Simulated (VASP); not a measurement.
## HfC: single point with r2SCAN

Crystal: HfC.

```xyz
2
Lattice="0.0000 2.3733 2.3733 2.3733 0.0000 2.3733 2.3733 2.3733 0.0000" Properties=species:S:1:pos:R:3 pbc="T T T"
Hf    2.3733    2.3733    2.3733
C     0.0000    0.0000    0.0000
```

| Property | Result |
| --- | --- |
| Program | VASP 6.6.1 |
| Task | single point |
| Functional | r2SCAN |
| Potentials or basis | VASP PAW PBE potentials, release 64 (Hf_pv, C) |
| Cutoff | 520 eV |
| k mesh | 12 × 12 × 12 |
| Occupations | gaussian, width 0.05 eV |
| Spin | no spin polarisation |
| Dipole correction | no |
| Further INCAR settings | ALGO = Normal; EDIFF = 1e-07; NBANDS = 14 |

```yaml
Pressure: -15.7 GPa
Band_gap_on_the_k_mesh: zero (bands 7 and 8 overlap by 1.41 eV)
```

Levels at points of the mesh, in eV from the Fermi level:
| k point | band 5 | band 6 | band 7 | band 8 | band 9 | band 10 |
| --- | --- | --- | --- | --- | --- | --- |
| (0.00, 0.00, 0.00) | 0.90 | 0.90 | 0.90 | 1.54 | 1.54 | 1.54 |
| (0.50, 0.00, 0.00) | -6.10 | -3.00 | -3.00 | 5.22 | 5.22 | 5.73 |
| (0.50, 0.50, 0.00) | -2.92 | -1.48 | -0.30 | -0.30 | 5.04 | 6.51 |

It took 3.2 min on 1 thread of Intel(R) Xeon(R) Platinum 8259CL CPU @ 2.50GHz (Skylake/Cascade Lake), on a shared host, peak memory 0.19 GiB.

Caveat: the cell stands under tension; the PAW data sets were made with another functional, which shifts forces and pressure a little; spin-orbit coupling is left out, which moves the levels of the heavy elements.
